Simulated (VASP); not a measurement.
Wanted: the native input for a VASP 6.6.1 run.

| Item | Value |
| --- | --- |
| Task | single point |
| Functional | PBEsol |
| Potentials or basis | VASP PAW PBE potentials, release 64 (Cu) |
| Cutoff | 520 eV |
| k mesh | 12 × 12 × 7 |
| Occupations | fermi-dirac, width 0.05 eV |
| Spin | no spin polarisation |
| Dipole correction | no |
| Further INCAR settings | ALGO = Fast; EDIFF = 1e-06; NBANDS = 18 |

The structure of Cu lies in POSCAR:

```
Cu
1.0
    2.5340966698      0.0000000000      0.0000000000
   -1.2670483349      2.1945920917      0.0000000000
    0.0000000000      0.0000000000      4.1125710000
Cu
2
Direct
    0.6697150000      0.3503390000      0.7439260000
    0.3545910000      0.6668970000      0.2486650000
```

This cell differs from its parent crystal: atoms moved at random.

The input as run:

INCAR

```
SYSTEM = Cu
ALGO     = Fast           ! electronic algorithm
EDIFF    = 1E-6           ! SCF threshold, eV
ENCUT    = 520            ! plane-wave cutoff, eV
GGA      = PS             ! functional
ISIF     = 2              ! what is computed and relaxed
ISMEAR   = -1             ! smearing method
LASPH    = .TRUE.         ! aspherical terms in the spheres
LCHARG   = .TRUE.         ! write CHGCAR
LELF     = .TRUE.         ! ELF
LREAL    = .FALSE.        ! projectors in reciprocal space
LVHAR    = .TRUE.       
LWAVE    = .FALSE.        ! write WAVECAR
NBANDS   = 18             ! bands
NELM     = 60             ! most SCF steps
PREC     = Accurate       ! precision mode
SIGMA    = 0.05           ! smearing width, eV
```

KPOINTS

```
k-points
0
G
  12 12 7
  0 0 0
```

Potentials or basis: VASP PAW PBE potentials, release 64 (Cu).

Launch:

```console
$ cat potpaw_PBE.64/Cu/POTCAR > POTCAR
$ mpirun -np 1 vasp_std > vasp.out
```

It gave:

```
Pressure               : -0.7 GPa
Largest force          : 0.199 eV/Å
Band gap on the k mesh : zero (band 11 reaches 11.82 eV, above the bottom of band 12 at 5.90 eV)
```

Caveat: the cell differs from its parent crystal (atoms moved at random); the PAW data sets were made with another functional, which shifts forces and pressure a little.

It took 2.4 min on 1 thread of AMD EPYC 7R13 Processor (Zen 3) (shared host), peak memory 0.24 GiB.
